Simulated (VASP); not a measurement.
A run of VASP 6.6.1 is set up as follows.

The input INCAR:

```
ALGO = Fast ; EDIFF = 1E-6
ENCUT = 520 ; GGA = PS
ISIF = 2 ; ISMEAR = 0
LASPH = T ; LCHARG = F
LREAL = F ; LWAVE = F
NBANDS = 28 ; NELM = 80
PREC = Accurate ; SIGMA = 0.15
```

KPOINTS

```
k-points
0
Gamma
  15 15 6
```

The input POSCAR:

```
Ti3Al
1.0
    2.8701969374      0.0000000000      0.0000000000
   -1.4350984687      2.4856634617      0.0000000000
    0.0000000000      0.0000000000      9.3000121166
Ti Al
3 1
Direct
    0.6666666667      0.3333333333      0.0000000000
    0.3333333333      0.6666666667      0.7457017510
    0.3333333333      0.6666666667      0.2542982490
    0.6666666667      0.3333333333      0.5000000000
```

Potentials or basis: VASP PAW PBE potentials, release 64 (Ti_sv, Al).

Launch:

```bash
$ cat potpaw_PBE.64/Ti_sv/POTCAR potpaw_PBE.64/Al/POTCAR > POTCAR
$ mpirun -np 1 vasp_std > vasp.out
```

Q: What does it give for the pressure?

A: -0.3 GPa.

Q: What does it give for the band gap on the k mesh?

A: Zero (an odd number of electrons rules out a gap without spin polarisation).

Q: What does it give for the largest force?

A: 0.327 eV/Å.

Stress tensor (GPa, compression positive):
```
 0.59  0.00  0.00
 0.00  0.59  0.00
 0.00  0.00 -2.22
```

Caveat: the PAW data sets were made with another functional, which shifts forces and pressure a little.
